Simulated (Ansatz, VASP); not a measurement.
**One calculation of NaZr4, two programs**

File INCAR:

```
SYSTEM = NaZr4
PREC = Accurate ; ENCUT = 600
EDIFF = 1E-6 ; ISMEAR = 0
SIGMA = 0.1 ; LREAL = .FALSE.
LASPH = .TRUE. ; NELM = 60
ALGO = Fast ; ISIF = 3
LWAVE = .FALSE. ; LCHARG = .FALSE.
GGA = PE ; IBRION = 2
NSW = 100 ; EDIFFG = -0.01
```

Contents of KPOINTS:

```
Automatic mesh
0
G
  8 8 8
  0 0 0
```

File POSCAR:

```
NaZr4
1.0
    5.0026107791      0.0000000000      0.0000000000
    0.0000000000      5.0026107791      0.0000000000
    0.0000000000      0.0000000000      5.0026107791
Na Zr
1 4
Direct
    0.0000000000      0.0000000000      0.0000000000
    0.5000000000      0.0000000000      0.0000000000
    0.0000000000      0.5000000000      0.0000000000
    0.0000000000      0.0000000000      0.5000000000
    0.5000000000      0.5000000000      0.5000000000
```

Input for Ansatz:

```yaml
crystal:
  lattice:
    - [5.0026107791, 0.0, 0.0]
    - [0.0, 5.0026107791, 0.0]
    - [0.0, 0.0, 5.0026107791]
  atoms:
    - { symbol: Na, position: [0.0, 0.0, 0.0] }
    - { symbol: Zr, position: [0.5, 0.0, 0.0] }
    - { symbol: Zr, position: [0.0, 0.5, 0.0] }
    - { symbol: Zr, position: [0.0, 0.0, 0.5] }
    - { symbol: Zr, position: [0.5, 0.5, 0.5] }
basis:
  ecutwfc: 420
kpoints:
  mp_grid: { grid: [8, 8, 8] }
hamiltonian:
  xc: pbe
scf:
  occupations: { method: gaussian, width: 0.1 }
output:
  forces: true
  stress: true
  eigenvalues: true
relax:
  adjacent_minimum: "off"
  f_tol: 0.01
  max_steps: 80
  cell: { stress_tol: 0.05 }
```

Alike in both runs: task relaxation of cell and atoms; functional PBE; k mesh 8 × 8 × 8; occupations gaussian, width 0.1 eV; no spin polarisation.

|  | VASP | Ansatz |
| --- | --- | --- |
| version | VASP 6.6.1 | Ansatz 0.2.0 |
| potentials or method | VASP PAW PBE potentials, release 64 (Na_pv, Zr_sv), cutoff 600 eV | scalar-relativistic, plane waves, PAW |
| valence electrons in the cell | 55 | 57 |

|  | VASP | Ansatz | Ansatz less VASP |
| --- | --- | --- | --- |
| gap on the k mesh at the Fermi level, each at its own relaxed structure (eV) | none | none | - |
| relaxed volume (Å³/atom) | 25.04 | 25.04 | 0.000 |
| relaxed cell length with the largest relative difference (Å) | 5.003 | 5.003 | 0.0000 |

A gap of «none» marks a metal or a gap that the smearing closes. VASP's potentials hold 55 valence electrons a cell and Ansatz's 57, so a difference there can come from the potentials and not from the codes.

Noted on VASP's run: the relaxation stopped at its first step, so nothing moved.
